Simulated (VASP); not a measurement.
Wanted: the native input for a VASP 6.6.1 run.

```
Task                   : single point
Functional             : PBE
Potentials or basis    : VASP PAW PBE potentials, release 64 (S, Mg)
Cutoff                 : 600 eV
k mesh                 : 8 × 8 × 8
Occupations            : fermi-dirac, width 0.05 eV
Spin                   : no spin polarisation
Dipole correction      : no
Further INCAR settings : ALGO = Normal; EDIFF = 1e-06; NBANDS = 11
```

The structure of MgS lies in POSCAR:

```
MgS
1.0
    0.0000000000      2.8518829780      2.8518829780
    2.8518829780      0.0000000000      2.8518829780
    2.8518829780      2.8518829780      0.0000000000
S Mg
1 1
Direct
    0.2500000000      0.2500000000      0.2500000000
    0.0000000000      0.0000000000      0.0000000000
```

One way to write it, as run:

INCAR

```
SYSTEM = MgS
PREC = Accurate
ENCUT = 600
EDIFF = 1E-6
ISMEAR = -1
SIGMA = 0.05
LREAL = .FALSE.
LASPH = .TRUE.
NELM = 120
ALGO = Normal
ISIF = 2
LWAVE = .FALSE.
LCHARG = .TRUE.
GGA = PE
LELF = .TRUE.
LVHAR = .TRUE.
NBANDS = 11
GGA_COMPAT = .FALSE.
```

KPOINTS

```
Automatic mesh
0
G
  8 8 8
  0 0 0
```

Potentials or basis: VASP PAW PBE potentials, release 64 (S, Mg).

Run with:

```sh
$ cat potpaw_PBE.64/S/POTCAR potpaw_PBE.64/Mg/POTCAR > POTCAR
$ mpirun -np 1 vasp_std > vasp.out
```

It gave:

The pressure is -0.3 GPa and the band gap on the k mesh is 3.35 eV, direct.

It took 9.4 s on 1 thread of Intel(R) Xeon(R) Platinum 8559C (Emerald Rapids), on a shared host, peak memory 0.17 GiB.
